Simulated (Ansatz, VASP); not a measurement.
## Sb: VASP beside Ansatz

```
Sb
1.0
     4.16443    0.00000    0.00000
    -2.08222    3.60650    0.00000
     0.00000    0.00000    6.93887
Sb
4
Direct
  0.00000 0.00000 0.80256
  0.00000 0.00000 0.19744
  0.33333 0.66667 0.61461
  0.66667 0.33333 0.38539
```

Alike in both runs: task single point; functional PBE; k mesh 6 × 6 × 4; occupations gaussian, width 0.1 eV; no spin polarisation.

|  | VASP | Ansatz |
| --- | --- | --- |
| version | VASP 6.6.1 | Ansatz 0.2.0 |
| potentials or method | VASP PAW PBE potentials, release 64 (Sb), cutoff 520 eV | scalar-relativistic, plane waves, PAW |
| valence electrons in the cell | 20 | 60 |

|  | VASP | Ansatz | Ansatz less VASP |
| --- | --- | --- | --- |
| gap on the k mesh at the Fermi level (eV) | none | none | - |
| pressure (GPa) | 25.9 | 25.5 | -0.40 |
| traceless stress, the component that is largest in VASP (GPa) | 0.70 | 0.78 | +0.089 |
| rms of the force components (eV/Å) | 0.549 | 0.529 | -0.0204 |

Atom by atom the forces differ by 0.026 eV/Å (rms over components). A gap of «none» marks a metal or a gap that the smearing closes. VASP's potentials hold 20 valence electrons a cell and Ansatz's 60, so a difference there can come from the potentials and not from the codes.

Neither program's run includes spin-orbit coupling.
